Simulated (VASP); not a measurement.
Here is a VASP 6.6.1 calculation.

File INCAR:

```
ALGO     = Normal         # electronic algorithm
EDIFF    = 1E-7           # SCF threshold, eV
ENCUT    = 520            # plane-wave cutoff, eV
GGA      = PS             # functional
ISIF     = 2              # what is computed and relaxed
ISMEAR   = -1             # smearing method
LASPH    = True           # aspherical terms in the spheres
LCHARG   = False          # write CHGCAR
LREAL    = Auto         
LWAVE    = False          # write WAVECAR
NBANDS   = 106            # bands
NELM     = 80             # most SCF steps
PREC     = Accurate       # precision mode
SIGMA    = 0.05           # smearing width, eV
```

Contents of KPOINTS:

```
k-points
0
Gamma
  4 3 1
```

POSCAR

```
In2Ga3As5
1.0
    3.0436690000     -3.0436690000      0.0000000000
    0.0000000000      0.0000000000      6.0873370000
  -14.0965830000    -14.0965830000      0.0000000000
In Ga As
4 6 10
Direct
    0.9855240000      0.9929330000      0.7835440000
    0.0075600000      0.9980520000      0.5677820000
    0.4930540000      0.4969520000      0.6766620000
    0.5044210000      0.4913850000      0.8920570000
    0.9950530000      0.0055920000      0.3758860000
    0.9890280000      0.0055270000      0.9988440000
    0.0132730000      0.0010160000      0.1898320000
    0.4975200000      0.4920190000      0.2863430000
    0.5060000000      0.5019220000      0.4721250000
    0.4991390000      0.4892580000      0.0917620000
    0.0044460000      0.2525360000      0.6740980000
    0.9887250000      0.2568810000      0.2823270000
    0.9818760000      0.2469350000      0.8896140000
    0.0128970000      0.2532750000      0.4712610000
    0.9857270000      0.2433650000      0.0988330000
    0.5180650000      0.7477540000      0.5679750000
    0.4976050000      0.7438410000      0.1917210000
    0.5059580000      0.7453800000      0.7853900000
    0.4897820000      0.7465490000      0.3801790000
    0.4989750000      0.7562460000      0.0008210000
```

Potentials or basis: VASP PAW PBE potentials, release 64 (In_d, Ga_d, As).

Run with:

```console
$ cat potpaw_PBE.64/In_d/POTCAR potpaw_PBE.64/Ga_d/POTCAR potpaw_PBE.64/As/POTCAR > POTCAR
$ mpirun -np 1 vasp_std > vasp.out
```

Problem. Estimate the pressure.

Solution. -1.6 GPa.

Problem. Predict the band gap on the k mesh.

Solution. 0.22 eV, indirect (least direct gap 0.29 eV).

Problem. What does it give for the largest force?

Solution. 1.674 eV/Å.

Forces in eV/Å, atoms in the order of the input:
```
In   0.655 -0.231  0.239
In  -0.399 -0.845 -0.652
In   0.314 -0.253  0.235
In  -0.674  0.307  0.474
Ga  -0.197 -0.088 -0.866
Ga   0.388  0.259 -0.292
Ga  -0.497 -0.195 -1.408
Ga  -0.079  0.229 -0.221
Ga  -0.208 -0.367 -0.917
Ga  -0.607 -0.254 -0.124
As  -0.596 -0.082 -0.401
As   0.076 -0.261  0.371
As  -0.008 -1.162 -0.672
As   0.406  0.607  1.437
As   1.103  0.708  1.040
As  -0.600 -0.042 -0.187
As   0.492  0.221  0.529
As  -0.357  0.596 -0.106
As   0.441  0.267  1.091
As   0.346  0.586  0.428
```

Caveat: the PAW data sets were made with another functional, which shifts forces and pressure a little; spin-orbit coupling is left out, which moves the levels of the heavy elements.
